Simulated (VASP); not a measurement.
Ag, 4 atoms in the cell. Symmetry: P6_3/mmc, No. 194, hexagonal system. Conventional cell: a = 2.957 Å, b = 2.957 Å, c = 9.198 Å, α = 90.00°, β = 90.00°, γ = 120.00°. Within 3.8 Å of Ag (site symmetry -6m2) lie 12 Ag at 2.86 to 2.96 Å. Within 3.8 Å of Ag (site symmetry -3m) lie 12 Ag at 2.86 to 2.96 Å. This isn't the form of Ag at room conditions, which is fcc. This cell differs from its parent crystal: strain +0.030 along x and y, -0.015 along z.

```yaml
Program: VASP 6.6.1
Task: single point
Functional: PBEsol
Potentials_or_basis: VASP PAW PBE potentials, release 64 (Ag)
Cutoff: 520 eV
k_mesh: 18 × 18 × 6
Occupations: gaussian, width 0.15 eV
Spin: no spin polarisation
Dipole_correction: no
Further_INCAR_settings: ALGO = Fast; EDIFF = 1e-07; NBANDS = 30
```

Potentials or basis: VASP PAW PBE potentials, release 64 (Ag).

Launch:

```bash
$ cat potpaw_PBE.64/Ag/POTCAR > POTCAR
$ mpirun -np 1 vasp_std > vasp.out
```

Hardware: 1 thread of Intel(R) Xeon(R) 6975P-C (Granite Rapids) (shared host).

Task: How long does it take, and how much memory?

Result: It took 120 s on 1 thread of Intel(R) Xeon(R) 6975P-C (Granite Rapids), with other jobs on the host, peak memory 0.35 GiB. Counts: scf iterations 15, k points 148.
